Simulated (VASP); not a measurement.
# BP (zincblende type) (F-43m) in VASP: notebook

BP (zincblende type) is run at these levels: LDA; tasks: single point.

Everything below comes from runs of VASP 6.6.1. Logs are shortened: lines on timing, memory, paths and dates and some standing lists are left out, and cuts for length are marked.

### Step 1. The cell of the first run

Symmetry: F-43m, No. 216, cubic system. The conventional cell has a = 4.303 Å, b = 4.303 Å, c = 4.303 Å, α = 90.00°, β = 90.00°, γ = 90.00°. Within 2.5 Å of B (site symmetry -43m) lie 4 P at 1.86 Å. P (site symmetry -43m) has 4 B at 1.86 Å within 2.5 Å.

### Step 2. Single point, LDA (volume scaled by 0.88)

INCAR reads:

```
SYSTEM = BP
PREC = Accurate
ENCUT = 500
EDIFF = 1E-6
ISMEAR = -1
SIGMA = 0.08
LREAL = .False.
LASPH = .True.
NELM = 120
ALGO = Normal
ISIF = 2
LWAVE = .False.
LCHARG = .False.
GGA = CA
NBANDS = 11
GGA_COMPAT = .False.
```

KPOINTS reads:

```
regular mesh
0
Gamma
  15 15 15
  0 0 0
```

POSCAR reads:

```
BP
1.0
    0.0000000000      2.1513870828      2.1513870828
    2.1513870828      0.0000000000      2.1513870828
    2.1513870828      2.1513870828      0.0000000000
B P
1 1
Direct
    0.0000000000      0.0000000000      0.0000000000
    0.2500000000      0.2500000000      0.2500000000
```

Potentials or basis: VASP PAW LDA potentials, release 64 (B, P).

Started as:

```bash
$ cat potpaw_LDA.64/B/POTCAR potpaw_LDA.64/P/POTCAR > POTCAR
$ mpirun -np 1 vasp_std > vasp.out
```

OUTCAR:

```text
SYSTEM = BP
   PREC = Accurate
   ENCUT = 500
   EDIFF = 1E-6
   ISMEAR = -1
   LREAL = .False.
   LASPH = .True.
   NELM = 120
   ISIF = 2
   GGA = CA

 ion  position               nearest neighbor table
   1  0.000  0.000  0.000-   2 1.86   2 1.86   2 1.86   2 1.86
   2  0.250  0.250  0.250-   1 1.86   1 1.86   1 1.86   1 1.86

  LATTYP: Found a face centered cubic cell.
 ALAT       =     4.3027741656

  Lattice vectors:

 A1 = (   0.0000000000,   2.1513870828,   2.1513870828)
 A2 = (   2.1513870828,   0.0000000000,   2.1513870828)
 A3 = (   2.1513870828,   2.1513870828,   0.0000000000)

Analysis of symmetry for initial positions (statically):
=====================================================================
 Subroutine PRICEL returns:
 Original cell was already a primitive cell.

 Routine SETGRP: Setting up the symmetry group for a
 face centered cubic supercell.

 Subroutine GETGRP returns: Found 24 space group operations
 (whereof 24 operations were pure point group operations)
 out of a pool of 48 trial point group operations.

The static configuration has the point symmetry T_d .

Analysis of symmetry for dynamics (positions and initial velocities):
=====================================================================
 Subroutine PRICEL returns:
 Original cell was already a primitive cell.

 Routine SETGRP: Setting up the symmetry group for a
 face centered cubic supercell.

 Subroutine GETGRP returns: Found 24 space group operations
 (whereof 24 operations were pure point group operations)
 out of a pool of 48 trial point group operations.

The dynamic configuration has the point symmetry T_d .

 Subroutine INISYM returns: Found 24 space group operations
 (whereof 24 operations are pure point group operations),
 and found     1 'primitive' translations

----------------------------------------------------------------------------------------

                                     Primitive cell

  volume of cell :      19.9152

  direct lattice vectors                    reciprocal lattice vectors
     0.000000000  2.151387083  2.151387083    -0.232408200  0.232408200  0.232408200
     2.151387083  0.000000000  2.151387083     0.232408200 -0.232408200  0.232408200
     2.151387083  2.151387083  0.000000000     0.232408200  0.232408200 -0.232408200

  length of vectors
     3.042520790  3.042520790  3.042520790     0.402542811  0.402542811  0.402542811

  position of ions in fractional coordinates (direct lattice)
     0.000000000  0.000000000  0.000000000
     0.250000000  0.250000000  0.250000000

  ion indices of the primitive-cell ions
   primitive index   ion index
                 1           1
                 2           2

----------------------------------------------------------------------------------------

 KPOINTS: regular mesh

Automatic generation of k-mesh.
 Grid dimensions read from file:
 generate k-points for:   15   15   15

 Generating k-lattice:

  Cartesian coordinates                     Fractional coordinates (reciprocal lattice)
    -0.015493880  0.015493880  0.015493880     0.066666667  0.000000000  0.000000000
     0.015493880 -0.015493880  0.015493880     0.000000000  0.066666667  0.000000000
     0.015493880  0.015493880 -0.015493880     0.000000000  0.000000000  0.066666667

  Length of vectors
     0.026836187  0.026836187  0.026836187

  Shift w.r.t. Gamma in fractional coordinates (k-lattice)
     0.000000000  0.000000000  0.000000000

 Subroutine IBZKPT returns following result:
 ===========================================

 Found    120 irreducible k-points:

 Following reciprocal coordinates:
            Coordinates               Weight
  0.000000  0.000000  0.000000      1.000000
  0.066667  0.000000  0.000000      8.000000
  0.133333  0.000000  0.000000      8.000000
  0.200000  0.000000  0.000000      8.000000
  0.266667  0.000000  0.000000      8.000000
  0.333333  0.000000  0.000000      8.000000
[... 16 lines left out ...]
  0.133333  0.133333  0.000000      6.000000
  0.200000  0.133333  0.000000     24.000000
 [... further k-points ...]
   k-points           NKPTS =    120   k-points in BZ     NKDIM =    120   number of bands    NBANDS=     11
   number of dos      NEDOS =    301   number of ions     NIONS =      2
   total plane-waves  NPLWV =  13824
   dimension x,y,z NGX =    24 NGY =   24 NGZ =   24
   dimension x,y,z NGXF=    48 NGYF=   48 NGZF=   48
   ions per type =               1   1
   NGX,Y,Z   is equivalent  to a cutoff of  13.11, 13.11, 13.11 a.u.
   NGXF,Y,Z  is equivalent  to a cutoff of  26.23, 26.23, 26.23 a.u.
 SYSTEM =  BP
   PREC   = accura    normal or accurate (medium, high low for compatibility)
   ISTART =      0    job   : 0-new  1-cont  2-samecut
   ICHARG =      2    charge: 1-file 2-atom 10-const
   ISPIN  =      1    spin polarized calculation?
   LNONCOLLINEAR =      F non collinear calculations
   LSORBIT =      F    spin-orbit coupling
   LASPH  =      T    aspherical Exc in radial PAW
   ENCUT  =  500.0 eV  36.75 Ry    6.06 a.u.   5.55  5.55  5.55*2*pi/ulx,y,z
   NELM   =    120;   NELMIN=  2; NELMDL= -5     # of ELM steps
   EDIFF  = 0.1E-05   stopping-criterion for ELM
   LREAL  =      F    real-space projection
   EDIFFG = 0.1E-04   stopping-criterion for IOM
   NSW    =      0    number of steps for IOM
   IBRION =     -1    ionic relax: 0-MD 1-quasi-New 2-CG
   NFREE  =      0    steps in history (QN), initial steepest desc. (CG)
   ISIF   =      2    stress and relaxation
   ISYM   =      2    0-nonsym 1-usesym 2-fastsym
   POTIM  = 0.5000    time-step for ionic-motion
   TEBEG  =    0.0;   TEEND  =   0.0 temperature during run
   PSTRESS=    0.0 pullay stress
   NELECT =       8.0000    total number of electrons
   NUPDOWN=      -1.0000    fix difference up-down
   EMIN   =  10.00;   EMAX   =-10.00  energy-range for DOS
   EFERMI =   0.00;   METHOD = LEGACY
   ISMEAR =    -1;   SIGMA  =   0.08  broadening in eV -4-tet -1-fermi 0-gaus
   EFERMI_NEDOS =   21; number of points for ismear=-14 and -15
   IALGO  =     38    algorithm
   IMIX   =      4    mixing-type and parameters
     AMIX     =   0.40;   BMIX     =  1.00
     AMIX_MAG =   1.60;   BMIX_MAG =  1.00
  volume/ion in A,a.u.               =       9.96        67.20
  Fermi-wavevector in a.u.,A,eV,Ry     =   1.207933  2.282663 19.852298  1.459103
  Thomas-Fermi vector in A             =   2.343556
   LORBIT       =      0    0 simple, 1 ext, 2 COOP (PROOUT), +10 PAW based schemes
   GGA     = CA    functional components
   LHFCALC =     F    Hartree Fock is set to
   AEXX    =    0.0000 exact exchange contribution
   IVDW    =     0    specifies the selected vdW correction
   LEPSILON=     F    determine dielectric tensor
   LRPA    =     F    only Hartree local field effects (RPA)
 non-spin polarized calculation
  energy-cutoff  :      500.00
  volume of cell :       19.92
 maximum number of plane-waves:       531
   NGX = 11   NGY = 11   NGZ = 11

 number of electron       8.0000000 magnetization

 Free energy of the ion-electron system (eV)
  ---------------------------------------------------
  ext. energy  EPLUGINS =         0.00000000
  ---------------------------------------------------
  free energy    TOTEN  =       -14.18163989 eV

  energy without entropy =      -14.18162066  energy(sigma->0) =      -14.18163027

 E-fermi :   9.8827     XC(G=0): -11.7598

 val. band max:        9.4117608965   @ k =   0.0000   0.0000   0.0000
 cond. band min:      10.3882177617   @ k =   0.4667   0.4667   0.0000
 fundamental gap:      0.9764568652
 Fermi energy:         9.8826910988

 k-point     1 :       0.0000    0.0000    0.0000
  band No.  band energies     occupation
      1      -7.4485      2.00000
      2       9.4118      1.99446
      3       9.4118      1.99446
      4       9.4118      1.99446
      5      13.0984      0.00000
      6      13.0984      0.00000
      7      13.0984      0.00000
      8      19.3195      0.00000
      9      21.9217      0.00000
     10      22.0994      0.00000
     11      22.0994      0.00000

 k-point     2 :       0.0667    0.0000    0.0000
  band No.  band energies     occupation
      1      -7.3576      2.00000
      2       8.7088      2.00000
      3       9.2519      1.99925
      4       9.2519      1.99925
      5      13.3211      0.00000
      6      13.3211      0.00000
      7      13.4206      0.00000
      8      19.4620      0.00000
      9      21.6507      0.00000
     10      21.6507      0.00000
     11      22.2327      0.00000

 k-point     3 :       0.1333    0.0000    0.0000
  band No.  band energies     occupation
      1      -7.0860      2.00000
      2       7.1899      2.00000
      3       8.8814      1.99999
      4       8.8814      1.99999
      5      13.8323      0.00000
      6      13.8323      0.00000
      7      13.8809      0.00000
      8      19.8026      0.00000
      9      20.9336      0.00000
     10      20.9336      0.00000
     11      22.9914      0.00000

 k-point     4 :       0.2000    0.0000    0.0000
  band No.  band energies     occupation
      1      -6.6372      2.00000
      2       5.4318      2.00000
      3       8.4640      2.00000
      4       8.4640      2.00000
      5      14.1355      0.00000
      6      14.3252      0.00000
      7      14.3252      0.00000
      8      20.1371      0.00000
      9      20.5908      0.00000
     10      20.5908      0.00000
     11      23.5839      0.00000
[... 239 lines left out ...]
 k-point    22 :      -0.0667    0.0667    0.0000
  band No.  band energies     occupation
      1      -7.2065      2.00000
      2       8.1034      2.00000
      3       8.4209      2.00000
      4       9.3079      1.99849
      5      13.3235      0.00000
      6      13.6279      0.00000
      7      14.0909      0.00000
      8      19.5148      0.00000
      9      20.6979      0.00000
     10      21.8435      0.00000
     11      22.7192      0.00000

 k-point    23 :       0.1333    0.1333    0.0000
  band No.  band energies     occupation
      1      -6.9650      2.00000
      2       7.9260      2.00000
      3       7.9260      2.00000
      4       8.1992      2.00000
      5      12.2532      0.00000
      6      15.1133      0.00000
      7      15.1133      0.00000
      8      17.8115      0.00000
      9      21.3763      0.00000
     10      22.6157      0.00000
     11      23.4964      0.00000

 k-point    24 :       0.2000    0.1333    0.0000
  band No.  band energies     occupation
      1      -6.6352      2.00000
      2       6.6217      2.00000
      3       7.4488      2.00000
      4       8.0122      2.00000
      5      12.2378      0.00000
      6      15.7465      0.00000
      7      15.8326      0.00000
      8      16.9318      0.00000
      9      21.9507      0.00000
     10      22.6331      0.00000
     11      24.3348      0.00000

 [... further k-points ...]
[... 5 lines left out ...]
  --------------------------------------------------------------------------------------
  -------------------------------------------------------------------------------------
  Total        3.5201167      3.5201167      3.5201167     -0.0000000     -0.0000000      0.0000000
  in kB      283.1926533    283.1926533    283.1926533     -0.0000000     -0.0000000      0.0000000
  external PRESSURE =     283.1926533 kB  Pullay stress =       0.0000000 kB

 VOLUME and BASIS-vectors are now :
 -----------------------------------------------------------------------------
  energy-cutoff  :      500.00
  volume of cell :       19.92
      direct lattice vectors                 reciprocal lattice vectors
     0.000000000  2.151387083  2.151387083    -0.232408200  0.232408200  0.232408200
     2.151387083  0.000000000  2.151387083     0.232408200 -0.232408200  0.232408200
     2.151387083  2.151387083  0.000000000     0.232408200  0.232408200 -0.232408200

 POSITION                                       TOTAL-FORCE (eV/Angst)
 -----------------------------------------------------------------------------------
      0.00000      0.00000      0.00000        -0.000000     -0.000000     -0.000000
      1.07569      1.07569      1.07569         0.000000      0.000000      0.000000
 -----------------------------------------------------------------------------------
    total drift:                               -0.000000     -0.000000      0.000000

  FREE ENERGIE OF THE ION-ELECTRON SYSTEM (eV)
  ---------------------------------------------------
  free  energy   TOTEN  =       -14.1816398882 eV

  energy  without entropy=      -14.1816206568  energy(sigma->0) =      -14.18163027
```

It took 14 s on 1 thread of AMD EPYC 9R45 (Zen 5), shared host; peak memory 0.1 GiB.

Results:

```yaml
Free_energy: -14.1816 eV
Pressure: 28.3 GPa
Band_gap_on_the_k_mesh: 0.98 eV, indirect (least direct gap 3.69 eV)
```

Caveat: the cell differs from its parent crystal (volume scaled by 0.88).

### Step 3. Single point, LDA (volume scaled by 0.94)

INCAR reads:

```
PREC = Accurate ; ENCUT = 500
EDIFF = 1E-6 ; ISMEAR = -1
SIGMA = 0.08 ; LREAL = False
LASPH = True ; NELM = 120
ALGO = Normal ; ISIF = 2
LWAVE = False ; LCHARG = True
GGA = CA ; LELF = True
LVHAR = True ; NBANDS = 11
GGA_COMPAT = False
```

KPOINTS reads:

```
regular mesh
0
Gamma
  15 15 15
```

POSCAR reads:

```
BP
1.0
    0.0000000000      2.1992112606      2.1992112606
    2.1992112606      0.0000000000      2.1992112606
    2.1992112606      2.1992112606      0.0000000000
B P
1 1
Direct
    0.0000000000      0.0000000000      0.0000000000
    0.2500000000      0.2500000000      0.2500000000
```

Potentials or basis: VASP PAW LDA potentials, release 64 (B, P).

Started as:

```bash
$ cat potpaw_LDA.64/B/POTCAR potpaw_LDA.64/P/POTCAR > POTCAR
$ mpirun -np 1 vasp_std > vasp.out
```

It took 15 s on 1 thread of AMD EPYC 9R45 (Zen 5), shared host; peak memory 0.11 GiB.

The run converged. Its results:

```yaml
Free_energy: -14.3502 eV
Pressure: 12.1 GPa
Band_gap_on_the_k_mesh: 1.08 eV, indirect (least direct gap 3.54 eV)
```

Levels at points of the mesh, in eV from the valence-band top:
| k point | band 1 | band 2 | band 3 | band 4 | band 5 | band 6 | band 7 | band 8 | band 9 |
| --- | --- | --- | --- | --- | --- | --- | --- | --- | --- |
| (0.00, 0.00, 0.00) | -16.24 | 0.00 | 0.00 | 0.00 | 3.54 | 3.54 | 3.54 | 8.84 | 11.95 |

Caveat: the cell differs from its parent crystal (volume scaled by 0.94). A k mesh can miss the band edges.

### Step 4. Single point, LDA (volume scaled by 0.94)

INCAR reads:

```
SYSTEM = BP
PREC = Accurate ; ENCUT = 500
EDIFF = 1E-6 ; ISMEAR = -1
SIGMA = 0.08 ; LREAL = .False.
LASPH = .True. ; NELM = 120
ALGO = Normal ; ISIF = 2
LWAVE = .False. ; LCHARG = .False.
NBANDS = 11 ; GGA_COMPAT = .False.
```

KPOINTS reads:

```
regular mesh
0
Gamma
  15 15 15
  0 0 0
```

POSCAR is that of step 3.

Started as:

```bash
$ cat potpaw_LDA.64/B/POTCAR potpaw_LDA.64/P/POTCAR > POTCAR
$ mpirun -np 1 vasp_std > vasp.out
```

Run time: 13 s. Hardware: 1 thread of AMD EPYC 9R45 (Zen 5), shared host; peak memory 0.1 GiB.

The run converged. Its results:

* Free energy: -14.3502 eV
* Pressure: 12.1 GPa
* Band gap on the k mesh: 1.08 eV, indirect (least direct gap 3.54 eV)

Levels at points of the mesh, in eV from the valence-band top:
```tsv
k point	band 1	band 2	band 3	band 4	band 5	band 6	band 7	band 8	band 9
(0.00, 0.00, 0.00)	-16.24	0.00	0.00	0.00	3.54	3.54	3.54	8.84	11.95
```

Caveat: the cell differs from its parent crystal (volume scaled by 0.94).

### Step 5. Single point, LDA

This run uses another cell than the first one, of 11.32 Å³/atom, 1.136 times its volume.

INCAR reads:

```
ALGO = Normal
EDIFF = 1E-6
ENCUT = 500
GGA = CA
GGA_COMPAT = False
ISIF = 2
ISMEAR = -1
LASPH = True
LCHARG = False
LREAL = False
LWAVE = False
NBANDS = 11
NELM = 120
PREC = Accurate
SIGMA = 0.08
```

KPOINTS reads:

```
k-points
0
Gamma
  15 15 15
```

POSCAR reads:

```
BP
1.0
    0.0000000000      2.2450412894      2.2450412894
    2.2450412894      0.0000000000      2.2450412894
    2.2450412894      2.2450412894      0.0000000000
B P
1 1
Direct
    0.0000000000      0.0000000000      0.0000000000
    0.2500000000      0.2500000000      0.2500000000
```

Potentials or basis: VASP PAW LDA potentials, release 64 (B, P).

Started as:

```bash
$ cat potpaw_LDA.64/B/POTCAR potpaw_LDA.64/P/POTCAR > POTCAR
$ mpirun -np 1 vasp_std > vasp.out
```

OUTCAR:

```text
EDIFF = 1E-6
   ENCUT = 500
   GGA = CA
   ISIF = 2
   ISMEAR = -1
   LASPH = True
   LREAL = False
   NELM = 120
   PREC = Accurate

 ion  position               nearest neighbor table
   1  0.000  0.000  0.000-   2 1.94   2 1.94   2 1.94   2 1.94
   2  0.250  0.250  0.250-   1 1.94   1 1.94   1 1.94   1 1.94

  LATTYP: Found a face centered cubic cell.
 ALAT       =     4.4900825788

  Lattice vectors:

 A1 = (   0.0000000000,   2.2450412894,   2.2450412894)
[... 510 lines left out ...]
      4       6.4178      2.00000
      5      10.4848      0.00000
      6      13.5448      0.00000
      7      13.6768      0.00000
      8      14.9524      0.00000
      9      18.8350      0.00000
     10      20.5518      0.00000
     11      21.3757      0.00000

 [... further k-points ...]
[... 5 lines left out ...]
  --------------------------------------------------------------------------------------
  -------------------------------------------------------------------------------------
  Total       -0.0089064     -0.0089064     -0.0089064      0.0000000     -0.0000000      0.0000000
  in kB       -0.6305361     -0.6305361     -0.6305361      0.0000000     -0.0000000      0.0000000
  external PRESSURE =      -0.6305361 kB  Pullay stress =       0.0000000 kB

 VOLUME and BASIS-vectors are now :
 -----------------------------------------------------------------------------
  energy-cutoff  :      500.00
  volume of cell :       22.63
      direct lattice vectors                 reciprocal lattice vectors
     0.000000000  2.245041289  2.245041289    -0.222713053  0.222713053  0.222713053
     2.245041289  0.000000000  2.245041289     0.222713053 -0.222713053  0.222713053
     2.245041289  2.245041289  0.000000000     0.222713053  0.222713053 -0.222713053

 POSITION                                       TOTAL-FORCE (eV/Angst)
 -----------------------------------------------------------------------------------
      0.00000      0.00000      0.00000         0.000000      0.000000      0.000000
      1.12252      1.12252      1.12252        -0.000000     -0.000000     -0.000000
 -----------------------------------------------------------------------------------
    total drift:                                0.000000      0.000000      0.000000

  FREE ENERGIE OF THE ION-ELECTRON SYSTEM (eV)
  ---------------------------------------------------
  free  energy   TOTEN  =       -14.3994045691 eV

  energy  without entropy=      -14.3993972145  energy(sigma->0) =      -14.39940089
```

stdout:

```text
POSCAR found type information on POSCAR B P
 POSCAR found :  2 types and       2 ions
 scaLAPACK will be used
 LDA part: xc-table for (Slater(with rela. corr.)+CA(PZ))
 , standard interpolation
 POSCAR, INCAR and KPOINTS ok, starting setup
 FFT: planning ... GRIDC
 FFT: planning ... GRID_SOFT
 FFT: planning ... GRID
 WAVECAR not read
 entering main loop
```

Run time: 15 s. Hardware: 1 thread of AMD EPYC 9R45 (Zen 5), shared host; peak memory 0.1 GiB.

What came out:

```
Free energy            : -14.3994 eV
Pressure               : -0.1 GPa
Band gap on the k mesh : 1.15 eV, indirect (least direct gap 3.43 eV)
```

Levels at points of the mesh, in eV from the valence-band top:
```tsv
k point	band 1	band 2	band 3	band 4	band 5	band 6	band 7	band 8
(0.00, 0.00, 0.00)	-15.67	0.00	0.00	0.00	3.43	3.43	3.43	7.86
```

A k mesh can miss the band edges. LDA gaps usually lie below the measured ones, often by a third to a half.

### Step 6. The runs side by side

| cell | gap on the mesh (eV) | pressure (GPa) |
| --- | --- | --- |
| a = 3.043 Å, angles 60.0°, 2 atoms | 0.98 | 28.3 |
| a = 3.110 Å, angles 60.0°, 2 atoms | 1.08 | 12.1 |
| a = 3.175 Å, angles 60.0°, 2 atoms | 1.15 | -0.1 |

Alike in all rows: task single point; level LDA; potentials or basis VASP PAW LDA potentials, release 64 (B, P); no spin polarisation; k mesh 15 × 15 × 15; cutoff (eV) 500; smearing fermi-dirac 0.08 eV.

Absolute energies hang on the potentials; compare differences alone.
